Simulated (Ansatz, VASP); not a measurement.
One calculation of Ta3N, two programs

```
CELL_PARAMETERS angstrom
3.03222 0.00000 0.00000
-1.51611 2.62598 0.00000
0.00000 0.00000 7.52414
ATOMIC_POSITIONS crystal
Ta 0.66667 0.33333 0.82607
Ta 0.33333 0.66667 0.17393
Ta 0.00000 0.00000 0.50000
N 0.00000 0.00000 0.00000
```

Alike in both runs: task relaxation of cell and atoms; functional BLYP; dispersion D3(BJ); k mesh 7 × 7 × 3; occupations fermi-dirac, width 0.05 eV; no spin polarisation.

```csv
,VASP,Ansatz
version,VASP 6.6.1,Ansatz 0.2.0
potentials or method,"VASP PAW PBE potentials, release 64 (Ta_pv, N)",Ansatz PAW
plane-wave cutoff (eV),600,420
valence electrons in the cell,38,44
```

```csv
,VASP,Ansatz,Ansatz less VASP
"gap on the k mesh at the Fermi level, each at its own relaxed structure (eV)",none,none,-
relaxed volume (Å³/atom),14.55,14.47,-0.079
relaxed cell length with the largest relative difference (Å),7.636,7.616,-0.0201
```

VASP's potentials were made for PBE, not for BLYP. A gap of «none» marks a metal or a gap that the smearing closes. VASP's potentials hold 38 valence electrons a cell and Ansatz's 44, so a difference there can come from the potentials and not from the codes.

Spin-orbit coupling is off throughout. Noted on Ansatz's run: the plane-wave basis is chosen anew once the cell has moved, so the energies of steps on either side of that aren't comparable.
